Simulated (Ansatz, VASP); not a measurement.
# One calculation of WC, two programs

The input INCAR:

```
SYSTEM = WC
PREC     = Accurate       ! precision mode
ENCUT    = 520            ! plane-wave cutoff, eV
EDIFF    = 1E-6           ! SCF threshold, eV
ISMEAR   = 0              ! smearing method
SIGMA    = 0.1            ! smearing width, eV
LREAL    = .FALSE.        ! projectors in reciprocal space
LASPH    = .TRUE.         ! aspherical terms in the spheres
NELM     = 80             ! most SCF steps
ALGO     = Normal         ! electronic algorithm
ISIF     = 2              ! what is computed and relaxed
LWAVE    = .FALSE.        ! write WAVECAR
LCHARG   = .FALSE.        ! write CHGCAR
GGA      = PS             ! functional
NBANDS   = 16             ! bands
```

File KPOINTS:

```
Automatic mesh
0
G
  18 18 14
  0 0 0
```

The input POSCAR:

```
WC
1.0
    2.9538996674      0.0000000000      0.0000000000
   -1.4769498337      2.5581521522      0.0000000000
    0.0000000000      0.0000000000      3.0508218900
W C
1 1
Direct
    0.0000000000      0.0000000000      0.0000000000
    0.6666666667      0.3333333333      0.5000000000
```

Input for Ansatz:

```yaml
crystal:
  lattice:
    - [2.9538996674, 0.0, 0.0]
    - [-1.4769498337, 2.5581521522, 0.0]
    - [0.0, 0.0, 3.05082189]
  atoms:
    - { symbol: W, position: [0.0, 0.0, 0.0] }
    - { symbol: C, position: [0.6666666667, 0.3333333333, 0.5] }
basis:
  ecutwfc: 420
kpoints:
  mp_grid: { grid: [18, 18, 14] }
hamiltonian:
  xc: pbesol
scf:
  occupations: { method: gaussian, width: 0.1 }
output:
  forces: true
  stress: true
  eigenvalues: true
```

Alike in both runs: task single point; functional PBEsol; k mesh 18 × 18 × 14; occupations gaussian, width 0.1 eV; no spin polarisation.

|  | VASP | Ansatz |
| --- | --- | --- |
| version | VASP 6.6.1 | Ansatz 0.2.0 |
| potentials or method | VASP PAW PBE potentials, release 64 (W_sv, C), cutoff 520 eV | scalar-relativistic, plane waves, PAW |
| valence electrons in the cell | 18 | 18 |

VASP gave:

* gap on the k mesh at the Fermi level (eV): none
* pressure (GPa): -36.9
* traceless stress, the component that is largest in VASP (GPa): -25.00

Task: What did Ansatz give for the same quantities?

Result: gap on the k mesh at the Fermi level (eV): none; pressure (GPa): -37.6; traceless stress, the component that is largest in VASP (GPa): -25.10.

VASP's potentials were made for PBE, not for PBEsol. A gap of «none» marks a metal or a gap that the smearing closes. Both programs put the cell under strong tension, so it lies far from rest at this level. The functional is the same, so the differences come from potentials, cutoffs and numerics.

Spin-orbit coupling is off throughout. Noted on VASP's run: the cell as given lies far from equilibrium.
